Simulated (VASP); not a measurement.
# BP (P-6m2) in VASP: further runs

Runs on BP. Level: PBE. Tasks: single point.

All numbers are computed with VASP 6.6.1; they aren't measurements. Logs are shortened: lines on timing, memory, paths and dates and some standing lists are left out, and cuts for length are marked.

**1. The cell of the first run**

The structure is hexagonal, space group P-6m2 (No. 187). The conventional cell has a = 7.896 Å, b = 7.896 Å, c = 3.158 Å, α = 90.00°, β = 90.00°, γ = 120.00°. Within 2.4 Å of B (site symmetry mm2) lie 3 P at 1.82 Å. Within 2.4 Å of B (site symmetry -6m2) lie 3 P at 1.82 Å. Within 2.4 Å of P (site symmetry mm2) lie 3 B at 1.82 Å. P (site symmetry -6m2) has 3 B at 1.82 Å within 2.4 Å.

The cell was built from a structure type or drawn by symmetry, and may not be a known phase.

**2. Single point, PBE**

The input, INCAR:

```
PREC = Accurate
ENCUT = 520
EDIFF = 1E-6
ISMEAR = 0
SIGMA = 0.1
LREAL = F
LASPH = T
NELM = 100
ALGO = Normal
ISIF = 2
LWAVE = F
LCHARG = F
GGA = PE
NBANDS = 26
```

The input, KPOINTS:

```
Automatic mesh
0
Gamma
  3 3 6
```

The input, POSCAR:

```
BP
1.0
    7.8960727100      0.0000000000      0.0000000000
   -3.9480363500      6.8381995600      0.0000000000
    0.0000000000      0.0000000000      3.1584296300
B P
4 4
Direct
    0.5333333200      0.0666666400      0.0000000000
    0.9333333600      0.4666666800      0.0000000000
    0.5333333200      0.4666666800      0.0000000000
    0.3333333300      0.6666666700      0.5000000000
    0.4666666800      0.9333333600      0.5000000000
    0.0666666400      0.5333333200      0.5000000000
    0.4666666800      0.5333333200      0.5000000000
    0.6666666700      0.3333333300      0.0000000000
```

Potentials or basis: VASP PAW PBE potentials, release 64 (B, P).

Command:

```console
$ cat potpaw_PBE.64/B/POTCAR potpaw_PBE.64/P/POTCAR > POTCAR
$ mpirun -np 1 vasp_std > vasp.out
```

OUTCAR:

```text
PREC = Accurate
   ENCUT = 520
   EDIFF = 1E-6
   ISMEAR = 0
   LREAL = F
   LASPH = T
   NELM = 100
   ISIF = 2
   GGA = PE

 ion  position               nearest neighbor table
   1  0.533  0.067  0.000-   5 1.82   5 1.82   8 1.82
   2  0.933  0.467  0.000-   6 1.82   6 1.82   8 1.82
   3  0.533  0.467  0.000-   7 1.82   7 1.82   8 1.82
   4  0.333  0.667  0.500-   6 1.82   5 1.82   7 1.82
   5  0.467  0.933  0.500-   1 1.82   1 1.82   4 1.82
   6  0.067  0.533  0.500-   2 1.82   2 1.82   4 1.82
   7  0.467  0.533  0.500-   3 1.82   3 1.82   4 1.82
   8  0.667  0.333  0.000-   2 1.82   1 1.82   3 1.82

  LATTYP: Found a hexagonal cell.
 ALAT       =     7.8960727100
 C/A-ratio  =     0.4000000691

  Lattice vectors:

 A1 = (   7.8960727100,   0.0000000000,   0.0000000000)
 A2 = (  -3.9480363500,   6.8381995600,   0.0000000000)
 A3 = (   0.0000000000,   0.0000000000,   3.1584296300)

Analysis of symmetry for initial positions (statically):
=====================================================================
 Subroutine PRICEL returns:
 Original cell was already a primitive cell.

 Routine SETGRP: Setting up the symmetry group for a
 hexagonal supercell.

 Subroutine GETGRP returns: Found 12 space group operations
 (whereof 12 operations were pure point group operations)
 out of a pool of 24 trial point group operations.

The static configuration has the point symmetry D_3h.

Analysis of symmetry for dynamics (positions and initial velocities):
=====================================================================
 Subroutine PRICEL returns:
 Original cell was already a primitive cell.

 Routine SETGRP: Setting up the symmetry group for a
 hexagonal supercell.

 Subroutine GETGRP returns: Found 12 space group operations
 (whereof 12 operations were pure point group operations)
 out of a pool of 24 trial point group operations.

The dynamic configuration has the point symmetry D_3h.

 Subroutine INISYM returns: Found 12 space group operations
 (whereof 12 operations are pure point group operations),
 and found     1 'primitive' translations

----------------------------------------------------------------------------------------

                                     Primitive cell

  volume of cell :     170.5392

  direct lattice vectors                    reciprocal lattice vectors
     7.896072710  0.000000000  0.000000000     0.126645237  0.073118662  0.000000000
    -3.948036350  6.838199560  0.000000000     0.000000000  0.146237323  0.000000000
     0.000000000  0.000000000  3.158429630     0.000000000  0.000000000  0.316613038

  length of vectors
     7.896072710  7.896072710  3.158429630     0.146237323  0.146237323  0.316613038

  position of ions in fractional coordinates (direct lattice)
     0.533333320  0.066666640  0.000000000
     0.933333360  0.466666680  0.000000000
     0.533333320  0.466666680  0.000000000
     0.333333330  0.666666670  0.500000000
     0.466666680  0.933333360  0.500000000
     0.066666640  0.533333320  0.500000000
     0.466666680  0.533333320  0.500000000
     0.666666670  0.333333330  0.000000000

  ion indices of the primitive-cell ions
   primitive index   ion index
                 1           1
                 2           2
                 3           3
                 4           4
                 5           5
                 6           6
                 7           7
                 8           8

----------------------------------------------------------------------------------------

 KPOINTS: Automatic mesh

Automatic generation of k-mesh.
 Grid dimensions read from file:
 generate k-points for:    3    3    6

 Generating k-lattice:

  Cartesian coordinates                     Fractional coordinates (reciprocal lattice)
     0.042215079  0.024372887  0.000000000     0.333333333 -0.000000000  0.000000000
     0.000000000  0.048745774  0.000000000     0.000000000  0.333333333  0.000000000
     0.000000000  0.000000000  0.052768840     0.000000000  0.000000000  0.166666667

  Length of vectors
     0.048745774  0.048745774  0.052768840

  Shift w.r.t. Gamma in fractional coordinates (k-lattice)
     0.000000000  0.000000000  0.000000000

 Subroutine IBZKPT returns following result:
 ===========================================

 Found     12 irreducible k-points:

 Following reciprocal coordinates:
            Coordinates               Weight
  0.000000  0.000000  0.000000      1.000000
  0.333333  0.000000  0.000000      6.000000
  0.333333  0.333333  0.000000      2.000000
  0.000000  0.000000  0.166667      2.000000
  0.333333  0.000000  0.166667     12.000000
  0.333333  0.333333  0.166667      4.000000
  0.000000  0.000000  0.333333      2.000000
  0.333333  0.000000  0.333333     12.000000
  0.333333  0.333333  0.333333      4.000000
  0.000000  0.000000  0.500000      1.000000
  0.333333  0.000000  0.500000      6.000000
  0.333333  0.333333  0.500000      2.000000
   k-points           NKPTS =     12   k-points in BZ     NKDIM =     12   number of bands    NBANDS=     26
   number of dos      NEDOS =    301   number of ions     NIONS =      8
   total plane-waves  NPLWV =  86400
   dimension x,y,z NGX =    60 NGY =   60 NGZ =   24
   dimension x,y,z NGXF=   120 NGYF=  120 NGZF=   48
   ions per type =               4   4
   NGX,Y,Z   is equivalent  to a cutoff of  12.63, 12.63, 12.63 a.u.
   NGXF,Y,Z  is equivalent  to a cutoff of  25.27, 25.27, 25.27 a.u.
 SYSTEM =  unknown system
   PREC   = accura    normal or accurate (medium, high low for compatibility)
   ISTART =      0    job   : 0-new  1-cont  2-samecut
   ICHARG =      2    charge: 1-file 2-atom 10-const
   ISPIN  =      1    spin polarized calculation?
   LNONCOLLINEAR =      F non collinear calculations
   LSORBIT =      F    spin-orbit coupling
   LASPH  =      T    aspherical Exc in radial PAW
   ENCUT  =  520.0 eV  38.22 Ry    6.18 a.u.  14.68 14.68  5.87*2*pi/ulx,y,z
   NELM   =    100;   NELMIN=  2; NELMDL= -5     # of ELM steps
   EDIFF  = 0.1E-05   stopping-criterion for ELM
   LREAL  =      F    real-space projection
   EDIFFG = 0.1E-04   stopping-criterion for IOM
   NSW    =      0    number of steps for IOM
   IBRION =     -1    ionic relax: 0-MD 1-quasi-New 2-CG
   NFREE  =      0    steps in history (QN), initial steepest desc. (CG)
   ISIF   =      2    stress and relaxation
   ISYM   =      2    0-nonsym 1-usesym 2-fastsym
   POTIM  = 0.5000    time-step for ionic-motion
   TEBEG  =    0.0;   TEEND  =   0.0 temperature during run
   PSTRESS=    0.0 pullay stress
   NELECT =      32.0000    total number of electrons
   NUPDOWN=      -1.0000    fix difference up-down
   EMIN   =  10.00;   EMAX   =-10.00  energy-range for DOS
   EFERMI =   0.00;   METHOD = LEGACY
   ISMEAR =     0;   SIGMA  =   0.10  broadening in eV -4-tet -1-fermi 0-gaus
   EFERMI_NEDOS =   21; number of points for ismear=-14 and -15
   IALGO  =     38    algorithm
   IMIX   =      4    mixing-type and parameters
     AMIX     =   0.40;   BMIX     =  1.00
     AMIX_MAG =   1.60;   BMIX_MAG =  1.00
  volume/ion in A,a.u.               =      21.32       143.86
  Fermi-wavevector in a.u.,A,eV,Ry     =   0.937238  1.771124 11.951575  0.878416
  Thomas-Fermi vector in A             =   2.064329
   LORBIT       =      0    0 simple, 1 ext, 2 COOP (PROOUT), +10 PAW based schemes
   GGA     = PE    functional components
   LHFCALC =     F    Hartree Fock is set to
   AEXX    =    0.0000 exact exchange contribution
   IVDW    =     0    specifies the selected vdW correction
   LEPSILON=     F    determine dielectric tensor
   LRPA    =     F    only Hartree local field effects (RPA)
 non-spin polarized calculation
 Gauss-broadening in eV      SIGMA  =   0.10
  energy-cutoff  :      520.00
  volume of cell :      170.54
 maximum number of plane-waves:      4620
 NGX is ok and might be reduce to    60
   NGX = 29   NGY = 29   NGZ = 11

 number of electron      32.0000003 magnetization

 Free energy of the ion-electron system (eV)
  ---------------------------------------------------
  ext. energy  EPLUGINS =         0.00000000
  ---------------------------------------------------
  free energy    TOTEN  =       -46.19528543 eV

  energy without entropy =      -46.17087378  energy(sigma->0) =      -46.18307960

 E-fermi :   1.7631     XC(G=0):  -7.4202

 val. band max:        1.7352234496   @ k =   0.3333   0.0000   0.3333
 cond. band min:       1.8316682880   @ k =   0.0000   0.0000   0.5000
 fundamental gap:      0.0964448384
 Fermi energy:         1.7631051298

 k-point     1 :       0.0000    0.0000    0.0000
  band No.  band energies     occupation
      1     -12.4819      2.00000
      2     -10.8585      2.00000
      3     -10.8585      2.00000
      4     -10.4749      2.00000
      5      -5.4013      2.00000
      6      -5.4013      2.00000
[... 18 lines left out ...]
     25       7.9423      0.00000
     26       8.0993      0.00000

 k-point     2 :       0.3333    0.0000    0.0000
  band No.  band energies     occupation
      1     -12.3138      2.00000
      2     -11.5714      2.00000
      3     -10.8613      2.00000
      4      -9.6448      2.00000
      5      -6.7187      2.00000
      6      -5.3178      2.00000
[... 18 lines left out ...]
     25       6.9336      0.00000
     26       7.3243      0.00000

 k-point     3 :       0.3333    0.3333    0.0000
  band No.  band energies     occupation
      1     -12.1073      2.00000
      2     -11.9073      2.00000
      3     -10.8642      2.00000
      4      -9.3133      2.00000
      5      -7.1327      2.00000
      6      -5.2354      2.00000
[... 224 lines left out ...]
 k-point    11 :       0.3333    0.0000    0.5000
  band No.  band energies     occupation
      1     -10.2407      2.00000
      2     -10.2192      2.00000
      3      -8.9801      2.00000
      4      -8.8563      2.00000
      5      -6.9161      2.00000
      6      -6.7001      2.00000
[... 18 lines left out ...]
     25       7.8859      0.00000
     26       8.4074      0.00000

 k-point    12 :       0.3333    0.3333    0.5000
  band No.  band energies     occupation
      1     -10.2167      2.00000
      2     -10.2159      2.00000
      3      -9.0412      2.00000
      4      -8.8577      2.00000
      5      -6.9923      2.00000
      6      -6.7029      2.00000
[... 18 lines left out ...]
     25       8.6634      0.00000
     26       8.6770      0.00000

------------------------ aborting loop because EDIFF is reached ----------------------------------------

  FORCE on cell =-STRESS in cart. coord.  units (eV):
  Direction    XX          YY          ZZ          XY          YZ          ZX
  --------------------------------------------------------------------------------------
  -------------------------------------------------------------------------------------
  Total        9.7467865      9.7467865      0.4081533      0.0000000      0.0000000      0.0000000
  in kB       91.5688838     91.5688839      3.8345093      0.0000001      0.0000000      0.0000000
  external PRESSURE =      62.3240923 kB  Pullay stress =       0.0000000 kB

 VOLUME and BASIS-vectors are now :
 -----------------------------------------------------------------------------
  energy-cutoff  :      520.00
  volume of cell :      170.54
      direct lattice vectors                 reciprocal lattice vectors
     7.896072710  0.000000000  0.000000000     0.126645237  0.073118662  0.000000000
    -3.948036350  6.838199560  0.000000000     0.000000000  0.146237323  0.000000000
     0.000000000  0.000000000  3.158429630     0.000000000  0.000000000  0.316613038

 POSITION                                       TOTAL-FORCE (eV/Angst)
 -----------------------------------------------------------------------------------
      3.94804      0.45588      0.00000        -0.000000     -0.587360      0.000000
      5.52725      3.19116      0.00000         0.508669      0.293680     -0.000000
      2.36882      3.19116      0.00000        -0.508669      0.293680     -0.000000
     -0.00000      4.55880      1.57921        -0.000000      0.000000      0.000000
      0.00000      6.38232      1.57921         0.000000      0.496775      0.000000
     -1.57921      3.64704      1.57921        -0.430220     -0.248388      0.000000
      1.57921      3.64704      1.57921         0.430220     -0.248388      0.000000
      3.94804      2.27940      0.00000        -0.000000      0.000000      0.000000
 -----------------------------------------------------------------------------------
    total drift:                               -0.000005      0.000003     -0.000000

  FREE ENERGIE OF THE ION-ELECTRON SYSTEM (eV)
  ---------------------------------------------------
  free  energy   TOTEN  =       -46.1952854329 eV

  energy  without entropy=      -46.1708737763  energy(sigma->0) =      -46.18307960
```

Wall time 1.7 min (1 thread of Intel Xeon 8259CL, shared host); peak memory 0.28 GiB.

What came out:

| Item | Value |
| --- | --- |
| Free energy | -46.1953 eV |
| Pressure | 6.2 GPa |
| Largest force | 0.587 eV/Å |
| Band gap on the k mesh | zero (bands 16 and 17 overlap by 2.19 eV) |

Forces on the atoms (eV/Å):
```
B    0.000 -0.587  0.000
B    0.509  0.294  0.000
B   -0.509  0.294  0.000
B    0.000  0.000  0.000
P    0.000  0.497  0.000
P   -0.430 -0.248  0.000
P    0.430 -0.248  0.000
P    0.000  0.000  0.000
```

Stress tensor (GPa, compression positive):
```
9.16 0.00 0.00
0.00 9.16 0.00
0.00 0.00 0.38
```

Caveat: the cell stands under pressure.

**3. Single point, PBE**

This run uses another cell than the first one, of 23.08 Å³/atom.

The input, INCAR:

```
SYSTEM = BP
ALGO = Normal
EDIFF = 1E-6
ENCUT = 520
GGA = PE
ISIF = 2
ISMEAR = 0
LASPH = .True.
LCHARG = .False.
LREAL = .False.
LWAVE = .False.
NBANDS = 26
NELM = 80
PREC = Accurate
SIGMA = 0.1
```

The input, KPOINTS:

```
k-points
0
Gamma
  6 6 12
  0 0 0
```

The input, POSCAR:

```
BP
1.0
    8.2681748583      0.0000000000      0.0000000000
   -4.1340874292      7.1604494702      0.0000000000
    0.0000000000      0.0000000000      3.1185233380
B P
4 4
Direct
    0.5335404333      0.0670808666      0.0000000000
    0.9329191334      0.4664595667      0.0000000000
    0.5335404333      0.4664595667      0.0000000000
    0.3333333333      0.6666666667      0.5000000000
    0.4662829173      0.9325658347      0.5000000000
    0.0674341653      0.5337170827      0.5000000000
    0.4662829173      0.5337170827      0.5000000000
    0.6666666667      0.3333333333      0.0000000000
```

Potentials or basis: VASP PAW PBE potentials, release 64 (B, P).

Command:

```console
$ cat potpaw_PBE.64/B/POTCAR potpaw_PBE.64/P/POTCAR > POTCAR
$ mpirun -np 1 vasp_std > vasp.out
```

Run time: 6.8 min. Hardware: 1 thread of Intel Xeon 8259CL, shared host; peak memory 0.4 GiB.

Results (log left out):

```
Free energy            : -46.7756 eV
Pressure               : -0.1 GPa
Largest force          : 0.007 eV/Å
Band gap on the k mesh : zero (bands 16 and 17 overlap by 2.40 eV)
```

Forces on the atoms (eV/Å):
```
B    0.000 -0.007  0.000
B    0.006  0.004  0.000
B   -0.006  0.004  0.000
B    0.000  0.000  0.000
P    0.000  0.005  0.000
P   -0.004 -0.002  0.000
P    0.004 -0.002  0.000
P    0.000  0.000  0.000
```

Levels at points of the mesh, in eV from the Fermi level:
```csv
k point,band 14,band 15,band 16,band 17,band 18,band 19
"(0.00, 0.00, 0.00)",-2.43,-2.31,1.34,2.64,2.64,3.00
"(0.50, 0.00, 0.00)",-2.43,-1.98,1.88,1.92,2.62,2.80
"(0.00, 0.00, 0.50)",-1.32,-0.51,-0.51,0.20,0.20,0.53
"(0.50, 0.00, 0.50)",-1.00,-0.52,-0.44,0.24,0.25,0.35
```
